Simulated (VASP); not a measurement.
Crystal: ScCo.

```
CELL_PARAMETERS angstrom
3.14500 0.00000 0.00000
0.00000 3.14500 0.00000
0.00000 0.00000 3.14500
ATOMIC_POSITIONS crystal
Co 0.00000 0.00000 0.00000
Sc 0.50000 0.50000 0.50000
```

Base run:

```yaml
Program: VASP 6.6.1
Functional: LDA
Potentials_or_basis: VASP PAW LDA potentials, release 64 (Co, Sc_sv)
Cutoff: 520 eV
k_mesh: 10 × 10 × 10
Occupations: fermi-dirac, width 0.1 eV
Spin: collinear spin, ferromagnetic start
Starting_moments: "[0.45, 0.0] μB"
Fixed_moment: 0.45 μB
```

Its results: pressure -11.4 GPa; site moments Co +0.53; Sc -0.07 μB.

Q: The run is repeated on the same cell with these changes: fixed moment from 0.45 μB to 0.9 μB; moments at the start from [0.45, 0.0] to [0.9, 0.0]. What comes out?

A: Pressure -9.3 GPa; site moments Co +0.91; Sc -0.04 μB.

Caveats: the cell stands under tension; the total moment is fixed, so each spin has its own Fermi level.
